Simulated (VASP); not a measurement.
# Au (Fm-3m) in VASP: notebook

The runs below take Au through single point, relaxation of cell and atoms, with PBEsol.

Program: VASP 6.6.1. These are calculated values, not measurements. Logs are shortened: lines on timing, memory, paths and dates and some standing lists are left out, and cuts for length are marked.

## Step 1: The cell of the first run

The structure is cubic, space group Fm-3m (No. 225). Conventional cell: a = 4.083 Å, b = 4.083 Å, c = 4.083 Å, α = 90.00°, β = 90.00°, γ = 90.00°. Au (site symmetry m-3m) has 12 Au at 2.89 Å within 3.8 Å.

## Step 2: Single point, PBEsol

Contents of INCAR:

```
  ALGO = Fast
  EDIFF = 1E-6
  ENCUT = 520
  GGA = PS
  ISIF = 2
  ISMEAR = 0
  LASPH = True
  LCHARG = True
  LELF = True
  LREAL = False
  LVHAR = True
  LWAVE = False
  NBANDS = 12
  NELM = 60
  PREC = Accurate
  SIGMA = 0.1
```

Contents of KPOINTS:

```
k-points
0
Gamma
  24 24 24
```

Contents of POSCAR:

```
Au
1.0
    0.0000000000      2.0414171157      2.0414171157
    2.0414171157      0.0000000000      2.0414171157
    2.0414171157      2.0414171157      0.0000000000
Au
1
Direct
    0.0000000000      0.0000000000      0.0000000000
```

Potentials or basis: VASP PAW PBE potentials, release 64 (Au).

The run is started by

```bash
$ cat potpaw_PBE.64/Au/POTCAR > POTCAR
$ mpirun -np 1 vasp_std > vasp.out
```

OUTCAR:

```text
EDIFF = 1E-6
   ENCUT = 520
   GGA = PS
   ISIF = 2
   ISMEAR = 0
   LASPH = True
   LREAL = False
   NELM = 60
   PREC = Accurate

 ion  position               nearest neighbor table
   1  0.000  0.000  0.000-

  LATTYP: Found a face centered cubic cell.
 ALAT       =     4.0828342314

  Lattice vectors:

 A1 = (   0.0000000000,   2.0414171157,   2.0414171157)
 A2 = (   2.0414171157,   0.0000000000,   2.0414171157)
 A3 = (   2.0414171157,   2.0414171157,   0.0000000000)

Analysis of symmetry for initial positions (statically):
=====================================================================
 Subroutine PRICEL returns:
 Original cell was already a primitive cell.

 Routine SETGRP: Setting up the symmetry group for a
 face centered cubic supercell.

 Subroutine GETGRP returns: Found 48 space group operations
 (whereof 48 operations were pure point group operations)
 out of a pool of 48 trial point group operations.

The static configuration has the point symmetry O_h .

Analysis of symmetry for dynamics (positions and initial velocities):
=====================================================================
 Subroutine PRICEL returns:
 Original cell was already a primitive cell.

 Routine SETGRP: Setting up the symmetry group for a
 face centered cubic supercell.

 Subroutine GETGRP returns: Found 48 space group operations
 (whereof 48 operations were pure point group operations)
 out of a pool of 48 trial point group operations.

The dynamic configuration has the point symmetry O_h .

 Subroutine INISYM returns: Found 48 space group operations
 (whereof 48 operations are pure point group operations),
 and found     1 'primitive' translations

----------------------------------------------------------------------------------------

                                     Primitive cell

  volume of cell :      17.0147

  direct lattice vectors                    reciprocal lattice vectors
     0.000000000  2.041417116  2.041417116    -0.244927896  0.244927896  0.244927896
     2.041417116  0.000000000  2.041417116     0.244927896 -0.244927896  0.244927896
     2.041417116  2.041417116  0.000000000     0.244927896  0.244927896 -0.244927896

  length of vectors
     2.886999771  2.886999771  2.886999771     0.424227561  0.424227561  0.424227561

  position of ions in fractional coordinates (direct lattice)
     0.000000000  0.000000000  0.000000000

  ion indices of the primitive-cell ions
   primitive index   ion index
                 1           1

----------------------------------------------------------------------------------------

 KPOINTS: k-points

Automatic generation of k-mesh.
 Grid dimensions read from file:
 generate k-points for:   24   24   24

 Generating k-lattice:

  Cartesian coordinates                     Fractional coordinates (reciprocal lattice)
    -0.010205329  0.010205329  0.010205329     0.041666667  0.000000000  0.000000000
     0.010205329 -0.010205329  0.010205329     0.000000000  0.041666667  0.000000000
     0.010205329  0.010205329 -0.010205329     0.000000000  0.000000000  0.041666667

  Length of vectors
     0.017676148  0.017676148  0.017676148

  Shift w.r.t. Gamma in fractional coordinates (k-lattice)
     0.000000000  0.000000000  0.000000000

 Subroutine IBZKPT returns following result:
 ===========================================

 Found    413 irreducible k-points:

 Following reciprocal coordinates:
            Coordinates               Weight
  0.000000  0.000000  0.000000      1.000000
  0.041667  0.000000  0.000000      8.000000
  0.083333  0.000000  0.000000      8.000000
  0.125000  0.000000  0.000000      8.000000
  0.166667  0.000000  0.000000      8.000000
  0.208333  0.000000  0.000000      8.000000
[... 16 lines left out ...]
  0.416667  0.041667  0.000000     24.000000
  0.458333  0.041667  0.000000     24.000000
 [... further k-points ...]
   k-points           NKPTS =    413   k-points in BZ     NKDIM =    413   number of bands    NBANDS=     12
   number of dos      NEDOS =    301   number of ions     NIONS =      1
   total plane-waves  NPLWV =  13824
   dimension x,y,z NGX =    24 NGY =   24 NGZ =   24
   dimension x,y,z NGXF=    48 NGYF=   48 NGZF=   48
   ions per type =               1
   NGX,Y,Z   is equivalent  to a cutoff of  13.82, 13.82, 13.82 a.u.
   NGXF,Y,Z  is equivalent  to a cutoff of  27.64, 27.64, 27.64 a.u.
 SYSTEM =  unknown system
   PREC   = accura    normal or accurate (medium, high low for compatibility)
   ISTART =      0    job   : 0-new  1-cont  2-samecut
   ICHARG =      2    charge: 1-file 2-atom 10-const
   ISPIN  =      1    spin polarized calculation?
   LNONCOLLINEAR =      F non collinear calculations
   LSORBIT =      F    spin-orbit coupling
   LASPH  =      T    aspherical Exc in radial PAW
   ENCUT  =  520.0 eV  38.22 Ry    6.18 a.u.   5.37  5.37  5.37*2*pi/ulx,y,z
   NELM   =     60;   NELMIN=  2; NELMDL= -5     # of ELM steps
   EDIFF  = 0.1E-05   stopping-criterion for ELM
   LREAL  =      F    real-space projection
   EDIFFG = 0.1E-04   stopping-criterion for IOM
   NSW    =      0    number of steps for IOM
   IBRION =     -1    ionic relax: 0-MD 1-quasi-New 2-CG
   NFREE  =      0    steps in history (QN), initial steepest desc. (CG)
   ISIF   =      2    stress and relaxation
   ISYM   =      2    0-nonsym 1-usesym 2-fastsym
   POTIM  = 0.5000    time-step for ionic-motion
   TEBEG  =    0.0;   TEEND  =   0.0 temperature during run
   PSTRESS=    0.0 pullay stress
   NELECT =      11.0000    total number of electrons
   NUPDOWN=      -1.0000    fix difference up-down
   EMIN   =  10.00;   EMAX   =-10.00  energy-range for DOS
   EFERMI =   0.00;   METHOD = LEGACY
   ISMEAR =     0;   SIGMA  =   0.10  broadening in eV -4-tet -1-fermi 0-gaus
   EFERMI_NEDOS =   21; number of points for ismear=-14 and -15
   IALGO  =     68    algorithm
   IMIX   =      4    mixing-type and parameters
     AMIX     =   0.40;   BMIX     =  1.00
     AMIX_MAG =   1.60;   BMIX_MAG =  1.00
  volume/ion in A,a.u.               =      17.01       114.82
  Fermi-wavevector in a.u.,A,eV,Ry     =   1.415568  2.675035 27.263788  2.003832
  Thomas-Fermi vector in A             =   2.536993
   LORBIT       =      0    0 simple, 1 ext, 2 COOP (PROOUT), +10 PAW based schemes
   GGA     = PS    functional components
   LHFCALC =     F    Hartree Fock is set to
   AEXX    =    0.0000 exact exchange contribution
   IVDW    =     0    specifies the selected vdW correction
   LEPSILON=     F    determine dielectric tensor
   LRPA    =     F    only Hartree local field effects (RPA)
 non-spin polarized calculation
 RMM-DIIS sequential band-by-band and
 Gauss-broadening in eV      SIGMA  =   0.10
  energy-cutoff  :      520.00
  volume of cell :       17.01
 maximum number of plane-waves:       473
 NGX is ok and might be reduce to    24
   NGX = 11   NGY = 11   NGZ = 11

 number of electron      11.0000000 magnetization

 Free energy of the ion-electron system (eV)
  ---------------------------------------------------
  ext. energy  EPLUGINS =         0.00000000
  ---------------------------------------------------
  free energy    TOTEN  =        -3.92521935 eV

  energy without entropy =       -3.92386410  energy(sigma->0) =       -3.92454172

 E-fermi :   9.2861     XC(G=0): -12.8943

 val. band max:        9.2715670168   @ k =   0.4583   0.3333   0.0000
 cond. band min:       9.2945511159   @ k =  -0.4583   0.0833   0.0000
 fundamental gap:      0.0229840991
 Fermi energy:         9.2860679335

 k-point     1 :       0.0000    0.0000    0.0000
  band No.  band energies     occupation
      1      -0.6331      2.00000
      2       4.6165      2.00000
      3       4.6165      2.00000
      4       4.6165      2.00000
      5       6.1507      2.00000
      6       6.1507      2.00000
      7      23.8024      0.00000
      8      27.8061      0.00000
      9      27.8061      0.00000
     10      27.8061      0.00000
     11      32.6777      0.00000
     12      37.3581      0.00000

 k-point     2 :       0.0417    0.0000    0.0000
  band No.  band energies     occupation
      1      -0.5721      2.00000
      2       4.5957      2.00000
      3       4.6379      2.00000
      4       4.6379      2.00000
      5       6.1405      2.00000
      6       6.1405      2.00000
      7      23.8767      0.00000
      8      27.3788      0.00000
      9      27.8794      0.00000
     10      27.8794      0.00000
     11      33.0676      0.00000
     12      36.4257      0.00000

 k-point     3 :       0.0833    0.0000    0.0000
  band No.  band energies     occupation
      1      -0.3918      2.00000
      2       4.5388      2.00000
      3       4.6979      2.00000
      4       4.6979      2.00000
      5       6.1152      2.00000
      6       6.1152      2.00000
      7      24.0763      0.00000
      8      26.3854      0.00000
      9      28.0924      0.00000
     10      28.0924      0.00000
     11      33.5344      0.00000
     12      35.5519      0.00000

 k-point     4 :       0.1250    0.0000    0.0000
  band No.  band energies     occupation
      1      -0.1006      2.00000
      2       4.4615      2.00000
      3       4.7819      2.00000
      4       4.7819      2.00000
      5       6.0911      2.00000
      6       6.0911      2.00000
      7      24.2590      0.00000
      8      25.2426      0.00000
      9      28.4224      0.00000
     10      28.4224      0.00000
     11      32.7099      0.00000
     12      35.0053      0.00000

 k-point     5 :       0.1667    0.0000    0.0000
  band No.  band energies     occupation
      1       0.2837      2.00000
      2       4.3915      2.00000
      3       4.8630      2.00000
      4       4.8630      2.00000
      5       6.0967      2.00000
      6       6.0967      2.00000
      7      23.4895      0.00000
      8      24.9070      0.00000
      9      28.8199      0.00000
     10      28.8199      0.00000
     11      31.6621      0.00000
     12      33.8886      0.00000
[... 228 lines left out ...]
      1       1.7758      2.00000
      2       4.7600      2.00000
      3       4.8405      2.00000
      4       5.0020      2.00000
      5       6.6487      2.00000
      6       6.8222      2.00000
      7      17.7275      0.00000
      8      24.3156      0.00000
      9      27.4702      0.00000
     10      28.7171      0.00000
     11      31.9376      0.00000
     12      32.8003      0.00000

 k-point    22 :       0.3750    0.0417    0.0000
  band No.  band energies     occupation
      1       1.9265      2.00000
      2       4.6860      2.00000
      3       4.7653      2.00000
      4       5.6235      2.00000
      5       6.9934      2.00000
      6       7.0382      2.00000
      7      16.1006      0.00000
      8      23.9302      0.00000
      9      26.9669      0.00000
     10      27.8576      0.00000
     11      32.9315      0.00000
     12      33.1881      0.00000

 k-point    23 :       0.4167    0.0417    0.0000
  band No.  band energies     occupation
      1       1.9851      2.00000
      2       4.6174      2.00000
      3       4.6970      2.00000
      4       6.3031      2.00000
      5       7.2162      2.00000
      6       7.4394      2.00000
      7      14.5680      0.00000
      8      23.6161      0.00000
      9      26.5521      0.00000
     10      27.1139      0.00000
     11      33.6142      0.00000
     12      33.7490      0.00000

 k-point    24 :       0.4583    0.0417    0.0000
  band No.  band energies     occupation
      1       2.0002      2.00000
      2       4.5707      2.00000
      3       4.6459      2.00000
      4       6.7839      2.00000
      5       7.3295      2.00000
      6       8.0671      2.00000
      7      13.2435      0.00000
      8      23.4030      0.00000
      9      26.3065      0.00000
     10      26.5492      0.00000
     11      33.9762      0.00000
     12      34.1794      0.00000

 [... further k-points ...]
[... 5 lines left out ...]
  --------------------------------------------------------------------------------------
  -------------------------------------------------------------------------------------
  Total       -0.0223685     -0.0223685     -0.0223685      0.0000000      0.0000000     -0.0000000
  in kB       -2.1063134     -2.1063134     -2.1063134      0.0000000      0.0000000     -0.0000000
  external PRESSURE =      -2.1063134 kB  Pullay stress =       0.0000000 kB

 VOLUME and BASIS-vectors are now :
 -----------------------------------------------------------------------------
  energy-cutoff  :      520.00
  volume of cell :       17.01
      direct lattice vectors                 reciprocal lattice vectors
     0.000000000  2.041417116  2.041417116    -0.244927896  0.244927896  0.244927896
     2.041417116  0.000000000  2.041417116     0.244927896 -0.244927896  0.244927896
     2.041417116  2.041417116  0.000000000     0.244927896  0.244927896 -0.244927896

 POSITION                                       TOTAL-FORCE (eV/Angst)
 -----------------------------------------------------------------------------------
      0.00000      0.00000      0.00000        -0.000000     -0.000000     -0.000000
 -----------------------------------------------------------------------------------
    total drift:                               -0.000000      0.000000     -0.000000

  FREE ENERGIE OF THE ION-ELECTRON SYSTEM (eV)
  ---------------------------------------------------
  free  energy   TOTEN  =        -3.9252193462 eV

  energy  without entropy=       -3.9238641016  energy(sigma->0) =       -3.92454172
```

Run time: 41 s. Hardware: 1 thread of Intel Xeon Platinum 8488C (Sapphire Rapids), shared host; peak memory 0.21 GiB.

Results:

```
Free energy            : -3.9252 eV
Pressure               : -0.2 GPa
Band gap on the k mesh : zero (an odd number of electrons rules out a gap without spin polarisation)
```

Levels at points of the mesh, in eV from the Fermi level:
```csv
k point,band 2,band 3,band 4,band 5,band 6,band 7,band 8,band 9,band 10,band 11
"(0.00, 0.00, 0.00)",-4.67,-4.67,-4.67,-3.14,-3.14,14.52,18.52,18.52,18.52,23.39
"(0.50, 0.00, 0.00)",-4.71,-4.71,-1.93,-1.93,-1.01,3.08,13.96,17.12,17.12,24.93
"(0.50, 0.50, 0.00)",-6.75,-1.97,-1.61,-1.61,0.97,5.77,9.98,9.98,17.20,19.83
```

Caveat: the PAW data sets were made with another functional, which shifts forces and pressure a little; spin-orbit coupling is left out, which moves the levels of the heavy elements.

## Step 3: Relaxation of cell and atoms, PBEsol

This run uses another cell than the first one, of 17.23 Å³/atom.

Contents of INCAR:

```
SYSTEM = Au
PREC     = Accurate       ! precision mode
ENCUT    = 600            ! plane-wave cutoff, eV
EDIFF    = 1E-7           ! SCF threshold, eV
ISMEAR   = 0              ! smearing method
SIGMA    = 0.1            ! smearing width, eV
LREAL    = .False.        ! projectors in reciprocal space
LASPH    = .True.         ! aspherical terms in the spheres
NELM     = 60             ! most SCF steps
ALGO     = Fast           ! electronic algorithm
ISIF     = 3              ! what is computed and relaxed
LWAVE    = .False.        ! write WAVECAR
LCHARG   = .False.        ! write CHGCAR
GGA      = PS             ! functional
IBRION   = 2              ! ionic algorithm
NSW      = 80             ! ionic steps
EDIFFG   = -0.003         ! ionic threshold
```

Contents of KPOINTS:

```
regular mesh
0
Gamma
  24 24 24
  0 0 0
```

Contents of POSCAR:

```
Au
1.0
    0.0000000000      2.0500000000      2.0500000000
    2.0500000000      0.0000000000      2.0500000000
    2.0500000000      2.0500000000      0.0000000000
Au
1
Direct
    0.0000000000      0.0000000000      0.0000000000
```

Potentials or basis: VASP PAW PBE potentials, release 64 (Au).

The run is started by

```bash
$ cat potpaw_PBE.64/Au/POTCAR > POTCAR
$ mpirun -np 1 vasp_std > vasp.out
```

Wall time 1.9 min (1 thread of Intel Xeon Platinum 8488C (Sapphire Rapids), shared host); peak memory 0.22 GiB.

Results (log left out):

* Free energy: -3.9252 eV
* Relaxed volume: 17.00 Å³/atom
* Relaxed cell: a = 2.886 Å, b = 2.886 Å, c = 2.886 Å, α = 60.00°, β = 60.00°, γ = 60.00°
* Space group after relaxing (to 0.1 Å): Fm-3m (No. 225)
* Energy gained by relaxing: 1.7 meV/atom
* Ionic steps: 3
* Pressure after relaxing: 0.0 GPa
* Band gap on the k mesh: zero (an odd number of electrons rules out a gap without spin polarisation)

Step by step:
| step | energy change (eV) | largest force (eV/Å) | pressure (GPa) | volume (Å³) |
| --- | --- | --- | --- | --- |
| 1 | 0.0000 | 0.0000 | -2.29 | 17.23 |
| 2 | 0.0030 | 0.0000 | 4.14 | 16.62 |
| 3 | -0.0017 | 0.0000 | -0.01 | 17.00 |

Final structure:
```xyz
1
Lattice="0.0000 2.0407 2.0407 2.0407 0.0000 2.0407 2.0407 2.0407 0.0000" Properties=species:S:1:pos:R:3 pbc="T T T"
Au    0.0000    0.0000    0.0000
```

Levels at points of the mesh, in eV from the Fermi level:
```csv
k point,band 3,band 4,band 5,band 6,band 7,band 8,band 9
"(0.00, 0.00, 0.00)",-4.68,-4.68,-3.14,-3.14,14.51,18.52,18.52
"(0.50, 0.00, 0.00)",-4.71,-1.93,-1.93,-1.02,3.09,13.95,17.13
"(0.50, 0.50, 0.00)",-1.97,-1.61,-1.61,0.97,5.78,9.98,9.98
```

Caveat: the PAW data sets were made with another functional, which shifts forces and pressure a little; spin-orbit coupling is left out, which moves the levels of the heavy elements.
